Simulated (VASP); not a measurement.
Al3Si2F, 12 atoms in the cell. The typed cell holds 12 atoms: a = 2.869 Å, b = 7.635 Å, c = 9.553 Å, α = 90.00°, β = 75.50°, γ = 90.00°. 

| Item | Value |
| --- | --- |
| Program | VASP 6.6.1 |
| Task | single point |
| Functional | PBE |
| Potentials or basis | VASP PAW PBE potentials, release 64 (Al, Si, F) |
| Cutoff | 520 eV |
| k mesh | 8 × 4 × 4 |
| Occupations | gaussian, width 0.2 eV |
| Spin | no spin polarisation |
| Dipole correction | no |
| Further INCAR settings | ALGO = Normal; EDIFF = 1e-06; NBANDS = 36 |

Potentials or basis: VASP PAW PBE potentials, release 64 (Al, Si, F).

Run with:

```console
$ cat potpaw_PBE.64/Al/POTCAR potpaw_PBE.64/Si/POTCAR potpaw_PBE.64/F/POTCAR > POTCAR
$ mpirun -np 1 vasp_std > vasp.out
```

Hardware: 1 thread of Intel(R) Xeon(R) 6975P-C (Granite Rapids) (shared host).

Q: Estimate the wall time of this run.

A: Run time: 3 min on 1 thread of Intel(R) Xeon(R) 6975P-C (Granite Rapids) (shared host), peak memory 0.55 GiB. Counts: scf iterations 14, k points 68.
